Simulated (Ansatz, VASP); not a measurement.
One calculation of Ga3Se, two programs

```
Ga Se
1.0
     4.43246    0.00000    0.00000
     0.00000    4.43246    0.00000
     0.00000    0.00000    4.43246
Ga Se
3 1
Direct
  0.00000 0.50000 0.50000
  0.50000 0.00000 0.50000
  0.50000 0.50000 0.00000
  0.00000 0.00000 0.00000
```

Alike in both runs: task single point; functional r2SCAN; k mesh 4 × 4 × 4; occupations gaussian, width 0.1 eV; no spin polarisation.

|  | VASP | Ansatz |
| --- | --- | --- |
| version | VASP 6.6.1 | Ansatz 0.2.0 |
| potentials or method | VASP PAW PBE potentials, release 64 (Ga_d, Se), cutoff 520 eV | scalar-relativistic, plane waves, PAW |
| valence electrons in the cell | 45 | 55 |

```tsv
	VASP	Ansatz	Ansatz less VASP
gap on the k mesh at the Fermi level (eV)	none	none	-
pressure (GPa)	-1.2	-1.2	-0.05
```

VASP's potentials were made for PBE, not for r2SCAN. A gap of «none» marks a metal or a gap that the smearing closes. VASP's potentials hold 45 valence electrons a cell and Ansatz's 55, so a difference there can come from the potentials and not from the codes.
